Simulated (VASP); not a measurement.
# KF (Fm-3m) in VASP: further runs, part 2 of 2

VASP 6.6.1. The steps go on from the part before.

## 4. Relaxation of cell and atoms, PBE+D3(BJ)

File INCAR:

```
SYSTEM = KF
  PREC = Accurate
  ENCUT = 600
  EDIFF = 1E-7
  ISMEAR = 0
  SIGMA = 0.02
  LREAL = .False.
  LASPH = .True.
  NELM = 120
  ALGO = Normal
  ISIF = 3
  LWAVE = .False.
  LCHARG = .False.
  GGA = PE
  IVDW = 12
  IBRION = 2
  NSW = 100
  EDIFFG = -0.002
  GGA_COMPAT = .False.
  NELMIN = 4
```

File KPOINTS:

```
Automatic mesh
0
Gamma
  8 8 8
  0 0 0
```

File POSCAR:

```
KF
1.0
    0.0000000000      2.6544134000      2.6544134000
    2.6544134000      0.0000000000      2.6544134000
    2.6544134000      2.6544134000      0.0000000000
K F
1 1
Direct
    0.0000000000      0.0000000000      0.0000000000
    0.5000000000      0.5000000000      0.5000000000
```

Potentials or basis: VASP PAW PBE potentials, release 64 (K_sv, F).

Command:

```
$ cat potpaw_PBE.64/K_sv/POTCAR potpaw_PBE.64/F/POTCAR > POTCAR
$ mpirun -np 1 vasp_std > vasp.out
```

OUTCAR:

```text
SYSTEM = KF
   PREC = Accurate
   ENCUT = 600
   EDIFF = 1E-7
   ISMEAR = 0
   LREAL = .False.
   LASPH = .True.
   NELM = 120
   ISIF = 3
   GGA = PE
   IVDW = 12
   IBRION = 2
   NSW = 100
   EDIFFG = -0.002
   NELMIN = 4
 IVDW          = 12

 ion  position               nearest neighbor table
   1  0.000  0.000  0.000-   2 2.65   2 2.65   2 2.65   2 2.65   2 2.65   2 2.65
   2  0.500  0.500  0.500-   1 2.65   1 2.65   1 2.65   1 2.65   1 2.65   1 2.65

  LATTYP: Found a face centered cubic cell.
 ALAT       =     5.3088268000

  Lattice vectors:

 A1 = (   0.0000000000,   2.6544134000,   2.6544134000)
 A2 = (   2.6544134000,   0.0000000000,   2.6544134000)
 A3 = (   2.6544134000,   2.6544134000,   0.0000000000)

Analysis of symmetry for initial positions (statically):
=====================================================================
 Subroutine PRICEL returns:
 Original cell was already a primitive cell.

 Routine SETGRP: Setting up the symmetry group for a
 face centered cubic supercell.

 Subroutine GETGRP returns: Found 48 space group operations
 (whereof 48 operations were pure point group operations)
 out of a pool of 48 trial point group operations.

The static configuration has the point symmetry O_h .

Analysis of symmetry for dynamics (positions and initial velocities):
=====================================================================
 Subroutine PRICEL returns:
 Original cell was already a primitive cell.

 Routine SETGRP: Setting up the symmetry group for a
 face centered cubic supercell.

 Subroutine GETGRP returns: Found 48 space group operations
 (whereof 48 operations were pure point group operations)
 out of a pool of 48 trial point group operations.

The dynamic configuration has the point symmetry O_h .

 Subroutine INISYM returns: Found 48 space group operations
 (whereof 48 operations are pure point group operations),
 and found     1 'primitive' translations

----------------------------------------------------------------------------------------

                                     Primitive cell

  volume of cell :      37.4055

  direct lattice vectors                    reciprocal lattice vectors
     0.000000000  2.654413400  2.654413400    -0.188365535  0.188365535  0.188365535
     2.654413400  0.000000000  2.654413400     0.188365535 -0.188365535  0.188365535
     2.654413400  2.654413400  0.000000000     0.188365535  0.188365535 -0.188365535

  length of vectors
     3.753907430  3.753907430  3.753907430     0.326258677  0.326258677  0.326258677

  position of ions in fractional coordinates (direct lattice)
     0.000000000  0.000000000  0.000000000
     0.500000000  0.500000000  0.500000000

  ion indices of the primitive-cell ions
   primitive index   ion index
                 1           1
                 2           2

----------------------------------------------------------------------------------------

 KPOINTS: Automatic mesh

Automatic generation of k-mesh.
 Grid dimensions read from file:
 generate k-points for:    8    8    8

 Generating k-lattice:

  Cartesian coordinates                     Fractional coordinates (reciprocal lattice)
    -0.023545692  0.023545692  0.023545692     0.125000000  0.000000000  0.000000000
     0.023545692 -0.023545692  0.023545692     0.000000000  0.125000000  0.000000000
     0.023545692  0.023545692 -0.023545692     0.000000000  0.000000000  0.125000000

  Length of vectors
     0.040782335  0.040782335  0.040782335

  Shift w.r.t. Gamma in fractional coordinates (k-lattice)
     0.000000000  0.000000000  0.000000000

 Subroutine IBZKPT returns following result:
 ===========================================

 Found     29 irreducible k-points:

 Following reciprocal coordinates:
            Coordinates               Weight
  0.000000  0.000000  0.000000      1.000000
  0.125000  0.000000  0.000000      8.000000
  0.250000  0.000000  0.000000      8.000000
  0.375000  0.000000  0.000000      8.000000
  0.500000  0.000000  0.000000      4.000000
  0.125000  0.125000  0.000000      6.000000
[... 16 lines left out ...]
  0.500000  0.250000  0.125000     48.000000
 -0.375000  0.250000  0.125000     24.000000
 [... further k-points ...]
   k-points           NKPTS =     29   k-points in BZ     NKDIM =     29   number of bands    NBANDS=     12
   number of dos      NEDOS =    301   number of ions     NIONS =      2
   total plane-waves  NPLWV =  27000
   dimension x,y,z NGX =    30 NGY =   30 NGZ =   30
   dimension x,y,z NGXF=    60 NGYF=   60 NGZF=   60
   ions per type =               1   1
   NGX,Y,Z   is equivalent  to a cutoff of  13.29, 13.29, 13.29 a.u.
   NGXF,Y,Z  is equivalent  to a cutoff of  26.57, 26.57, 26.57 a.u.
 SYSTEM =  KF
   PREC   = accura    normal or accurate (medium, high low for compatibility)
   ISTART =      0    job   : 0-new  1-cont  2-samecut
   ICHARG =      2    charge: 1-file 2-atom 10-const
   ISPIN  =      1    spin polarized calculation?
   LNONCOLLINEAR =      F non collinear calculations
   LSORBIT =      F    spin-orbit coupling
   LASPH  =      T    aspherical Exc in radial PAW
   ENCUT  =  600.0 eV  44.10 Ry    6.64 a.u.   7.50  7.50  7.50*2*pi/ulx,y,z
   NELM   =    120;   NELMIN=  4; NELMDL= -5     # of ELM steps
   EDIFF  = 0.1E-06   stopping-criterion for ELM
   LREAL  =      F    real-space projection
   EDIFFG = -.2E-02   stopping-criterion for IOM
   NSW    =    100    number of steps for IOM
   IBRION =      2    ionic relax: 0-MD 1-quasi-New 2-CG
   NFREE  =      1    steps in history (QN), initial steepest desc. (CG)
   ISIF   =      3    stress and relaxation
   ISYM   =      2    0-nonsym 1-usesym 2-fastsym
   POTIM  = 0.5000    time-step for ionic-motion
   TEBEG  =    0.0;   TEEND  =   0.0 temperature during run
   PSTRESS=    0.0 pullay stress
   NELECT =      16.0000    total number of electrons
   NUPDOWN=      -1.0000    fix difference up-down
   EMIN   =  10.00;   EMAX   =-10.00  energy-range for DOS
   EFERMI =   0.00;   METHOD = LEGACY
   ISMEAR =     0;   SIGMA  =   0.02  broadening in eV -4-tet -1-fermi 0-gaus
   EFERMI_NEDOS =   21; number of points for ismear=-14 and -15
   IALGO  =     38    algorithm
   IMIX   =      4    mixing-type and parameters
     AMIX     =   0.40;   BMIX     =  1.00
     AMIX_MAG =   1.60;   BMIX_MAG =  1.00
  volume/ion in A,a.u.               =      18.70       126.21
  Fermi-wavevector in a.u.,A,eV,Ry     =   1.233492  2.330962 20.701292  1.521502
  Thomas-Fermi vector in A             =   2.368220
   LORBIT       =      0    0 simple, 1 ext, 2 COOP (PROOUT), +10 PAW based schemes
   GGA     = PE    functional components
   LHFCALC =     F    Hartree Fock is set to
   AEXX    =    0.0000 exact exchange contribution
   IVDW    =    12    specifies the selected vdW correction
   LEPSILON=     F    determine dielectric tensor
   LRPA    =     F    only Hartree local field effects (RPA)
 conjugate gradient relaxation of ions
 non-spin polarized calculation
 Gauss-broadening in eV      SIGMA  =   0.02
  energy-cutoff  :      600.00
  volume of cell :       37.41
 maximum number of plane-waves:      1283
 NGX is ok and might be reduce to    30
   NGX = 15   NGY = 15   NGZ = 15

--------------------------------------- Ionic step        1  -------------------------------------------

 number of electron      16.0000003 magnetization

 Free energy of the ion-electron system (eV)
  ---------------------------------------------------
  ext. energy  EPLUGINS =         0.00000000
  ---------------------------------------------------
  free energy    TOTEN  =        -8.28272280 eV

  energy without entropy =       -8.28272280  energy(sigma->0) =       -8.28272280

------------------------ aborting loop because EDIFF is reached ----------------------------------------

 Edisp (eV)   -0.32273

 E8    (eV) :    -0.1529
[... 71 lines left out ...]
--------------------------------------- Ionic step        3  -------------------------------------------

 number of electron      15.9999996 magnetization

 Free energy of the ion-electron system (eV)
  ---------------------------------------------------
  ext. energy  EPLUGINS =         0.00000000
  ---------------------------------------------------
  free energy    TOTEN  =        -8.29155427 eV

  energy without entropy =       -8.29155427  energy(sigma->0) =       -8.29155427

 E-fermi :  -2.6330     XC(G=0):  -8.3941

 val. band max:       -2.8118403217   @ k =   0.0000   0.0000   0.0000
 cond. band min:       3.3443946120   @ k =   0.0000   0.0000   0.0000
 fundamental gap:      6.1562349337
 Fermi energy:        -2.6329874545

 k-point     1 :       0.0000    0.0000    0.0000
  band No.  band energies     occupation
      1     -28.9535      2.00000
      2     -21.4680      2.00000
      3     -12.2060      2.00000
      4     -12.2060      2.00000
      5     -12.2060      2.00000
      6      -2.8118      2.00000
      7      -2.8118      2.00000
      8      -2.8118      2.00000
      9       3.3444      0.00000
     10       7.8632      0.00000
     11       7.8632      0.00000
     12       7.8632      0.00000
[... 331 lines left out ...]
 k-point    24 :      -0.3750    0.2500    0.1250
  band No.  band energies     occupation
      1     -28.8480      2.00000
      2     -21.5312      2.00000
      3     -12.5240      2.00000
      4     -12.4203      2.00000
      5     -12.2784      2.00000
      6      -3.3794      2.00000
      7      -3.0893      2.00000
      8      -3.0667      2.00000
      9       6.5794      0.00000
     10       7.2715      0.00000
     11       8.8534      0.00000
     12       9.8970      0.00000

 [... further k-points ...]

------------------------ aborting loop because EDIFF is reached ----------------------------------------

 Edisp (eV)   -0.31579

 E8    (eV) :    -0.1497
[... 25 lines left out ...]
  FREE ENERGIE OF THE ION-ELECTRON SYSTEM (eV)
  ---------------------------------------------------
  free  energy   TOTEN  =        -8.6073436721 eV

  energy  without entropy=       -8.6073436721  energy(sigma->0) =       -8.60734367

 reached required accuracy - stopping structural energy minimisation
```

OSZICAR:

```text
N       E                     dE             d eps       ncg     rms          rms(c)
DAV:   1     0.126874010348E+03    0.12687E+03   -0.92187E+03   696   0.144E+03
DAV:   2    -0.400671324525E+01   -0.13088E+03   -0.12052E+03   880   0.345E+02
DAV:   3    -0.939092932045E+01   -0.53842E+01   -0.53546E+01   896   0.676E+01
[... 27 lines left out ...]
DAV:   4    -0.829153289945E+01    0.21205E-03   -0.81801E-04  1232   0.232E-01    0.126E-01
DAV:   5    -0.829155518919E+01   -0.22290E-04   -0.51960E-05  1096   0.517E-02    0.231E-02
DAV:   6    -0.829155535283E+01   -0.16364E-06   -0.24978E-05  1192   0.370E-02    0.474E-03
DAV:   7    -0.829155429375E+01    0.10591E-05   -0.46033E-07   836   0.722E-03    0.501E-04
DAV:   8    -0.829155427040E+01    0.23353E-07   -0.11255E-08   536   0.116E-03
   3 F= -.86073437E+01 E0= -.86073437E+01  d E =-.188936E-02
```

Run time: 26 s. Hardware: 1 thread of Intel Xeon Platinum 8559C (Emerald Rapids), shared host; peak memory 0.19 GiB.

What came out:

- Free energy: -8.6073 eV
- Relaxed volume: 19.11 Å³/atom
- Relaxed cell: a = 3.781 Å, b = 3.781 Å, c = 3.781 Å, α = 60.00°, β = 60.00°, γ = 60.00°
- Space group after relaxing (to 0.1 Å): Fm-3m (No. 225)
- Energy gained by relaxing: 0.9 meV/atom
- Ionic steps: 3
- Pressure after relaxing: 0.0 GPa
- Band gap on the k mesh: 6.16 eV
- Dispersion energy per atom: -0.158 eV

The path:
```
step  energy change (eV)  largest force (eV/Å)  pressure (GPa)  volume (Å³)
   1              0.0000                0.0000            0.74        37.41
   2             -0.0015                0.0000            0.31        37.88
   3             -0.0019                0.0000            0.01        38.23
```

Final structure:
```
CELL_PARAMETERS angstrom
0.00000 2.67371 2.67371
2.67371 0.00000 2.67371
2.67371 2.67371 0.00000
ATOMIC_POSITIONS crystal
K 0.00000 0.00000 0.00000
F 0.50000 0.50000 0.50000
```

Levels at points of the mesh, in eV from the valence-band top:
| k point | band 5 | band 6 | band 7 | band 8 | band 9 | band 10 | band 11 | band 12 |
| --- | --- | --- | --- | --- | --- | --- | --- | --- |
| (0.00, 0.00, 0.00) | -9.39 | 0.00 | 0.00 | 0.00 | 6.16 | 10.68 | 10.68 | 10.68 |
| (0.50, 0.00, 0.00) | -9.43 | -0.79 | -0.34 | -0.34 | 9.06 | 10.59 | 12.06 | 12.06 |
| (0.50, 0.50, 0.00) | -9.60 | -0.21 | -0.06 | -0.06 | 8.20 | 10.29 | 11.80 | 13.60 |

## 5. Overview

| task | cell | k mesh | smearing | gap on the mesh (eV) | pressure (GPa) |
| --- | --- | --- | --- | --- | --- |
| single point | a = 3.754 Å, angles 60.0°, 2 atoms | 6 × 6 × 6 | gaussian 0.1 eV | 6.27 | 0.7 |
| single point | a = 3.780 Å, angles 60.0°, 2 atoms | 8 × 8 × 8 | gaussian 0.02 eV | 6.16 | 0.0 |
| relaxation of cell and atoms | relaxed from a = 3.754 Å, angles 60.0°, 2 atoms | 8 × 8 × 8 | gaussian 0.02 eV | 6.16 | 0.0 |

Alike in all rows: level PBE+D3(BJ); potentials or basis VASP PAW PBE potentials, release 64 (K_sv, F); no spin polarisation; cutoff (eV) 600.

Absolute energies hang on the potentials; compare differences alone.
